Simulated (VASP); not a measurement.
Input of a VASP 6.6.1 run:

The input INCAR:

```
SYSTEM = Si
ALGO = Normal
EDIFF = 1E-6
ENCUT = 500
GGA_COMPAT = .FALSE.
ISIF = 2
ISMEAR = 0
LASPH = .TRUE.
LCHARG = .FALSE.
LREAL = .FALSE.
LWAVE = .FALSE.
NBANDS = 11
NELM = 120
PREC = Accurate
SIGMA = 0.02
```

Contents of KPOINTS:

```
k-points
0
G
  12 12 12
  0 0 0
```

POSCAR

```
Si
1.0
    0.0000000000      2.7009713479      2.7009713479
    2.7009713479      0.0000000000      2.7009713479
    2.7009713479      2.7009713479      0.0000000000
Si
2
Direct
    0.0000000000      0.0000000000      0.0000000000
    0.2500000000      0.2500000000      0.2500000000
```

Potentials or basis: VASP PAW LDA potentials, release 64 (Si).

Command:

```bash
$ cat potpaw_LDA.64/Si/POTCAR > POTCAR
$ mpirun -np 1 vasp_std > vasp.out
```

Problem. Predict the pressure.

Solution. 0.0 GPa.

Problem. Estimate the band gap on the k mesh.

Solution. 0.44 eV, indirect (least direct gap 2.53 eV).

A k mesh can miss the band edges. LDA gaps usually lie below the measured ones, often by a third to a half.
